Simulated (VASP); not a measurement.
A run of VASP 6.6.1 is set up as follows.

INCAR

```
SYSTEM = Ba
ALGO     = Normal         ! electronic algorithm
EDIFF    = 1E-6           ! SCF threshold, eV
ENCUT    = 520            ! plane-wave cutoff, eV
GGA      = CA             ! functional
ISIF     = 2              ! what is computed and relaxed
ISMEAR   = -1             ! smearing method
LASPH    = .True.         ! aspherical terms in the spheres
LCHARG   = .False.        ! write CHGCAR
LREAL    = .False.        ! projectors in reciprocal space
LWAVE    = .False.        ! write WAVECAR
NBANDS   = 11             ! bands
NELM     = 60             ! most SCF steps
PREC     = Accurate       ! precision mode
SIGMA    = 0.05           ! smearing width, eV
```

The input KPOINTS:

```
k-points
0
Gamma
  14 14 14
  0 0 0
```

Contents of POSCAR:

```
Ba
1.0
   -2.3806961313      2.3806961313      2.3806961313
    2.3806961313     -2.3806961313      2.3806961313
    2.3806961313      2.3806961313     -2.3806961313
Ba
1
Direct
    0.0000000000      0.0000000000      0.0000000000
```

Potentials or basis: VASP PAW LDA potentials, release 64 (Ba_sv).

Run with:

```console
$ cat potpaw_LDA.64/Ba_sv/POTCAR > POTCAR
$ mpirun -np 1 vasp_std > vasp.out
```

Question: Predict the band gap on the k mesh.

Answer: Zero (bands 5 and 6 overlap by 1.34 eV).

Question: Estimate the pressure.

Answer: 0.1 GPa.

Caveat: spin-orbit coupling is left out, which moves the levels of the heavy elements.
